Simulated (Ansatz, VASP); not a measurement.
# Two plane-wave programs on PbS

The input INCAR:

```
PREC = Accurate
ENCUT = 520
EDIFF = 1E-7
ISMEAR = -1
SIGMA = 0.05
LREAL = False
LASPH = True
NELM = 80
ALGO = Normal
ISIF = 2
LWAVE = False
LCHARG = False
GGA = CA
NBANDS = 17
```

The input KPOINTS:

```
Automatic mesh
0
Gamma
  7 7 7
```

Contents of POSCAR:

```
PbS
1.0
    3.6536590000      0.0000000000      0.0000000000
    0.0000000000      3.6536590000      0.0000000000
    0.0000000000      0.0000000000      3.6536590000
Pb S
1 1
Direct
    0.0000000000      0.0000000000      0.0000000000
    0.5000000000      0.5000000000      0.5000000000
```

The input input.yaml:

```yaml
crystal:
  lattice:
    - [3.653659, 0.0, 0.0]
    - [0.0, 3.653659, 0.0]
    - [0.0, 0.0, 3.653659]
  atoms:
    - { symbol: Pb, position: [0.0, 0.0, 0.0] }
    - { symbol: S, position: [0.5, 0.5, 0.5] }
hamiltonian:
  xc: lda
  pseudopotentials: { kind: paw }
kpoints:
  mp_grid: { grid: [7, 7, 7] }
scf:
  occupations: { method: fermi_dirac, width: 0.05 }
output:
  forces: true
  stress: true
  eigenvalues: true
  write_density: true
  write_potential: true
  elf: true
  volumetric_format: npy
```

Alike in both runs: task single point; functional LDA; k mesh 7 × 7 × 7; occupations fermi-dirac, width 0.05 eV; no spin polarisation.

```csv
,VASP,Ansatz
version,VASP 6.6.1,Ansatz 0.2.0
potentials or method,"VASP PAW LDA potentials, release 64 (Pb_d, S)",Ansatz PAW
plane-wave cutoff (eV),520,420
valence electrons in the cell,20,20
```

|  | VASP | Ansatz | Ansatz less VASP |
| --- | --- | --- | --- |
| gap on the k mesh at the Fermi level (eV) | none | none | - |
| pressure (GPa) | -5.3 | -5.3 | +0.01 |

LDA's correlation is that of Perdew and Zunger in VASP and of Perdew and Wang (1992) in Ansatz. A gap of «none» marks a metal or a gap that the smearing closes.

Neither program's run includes spin-orbit coupling.
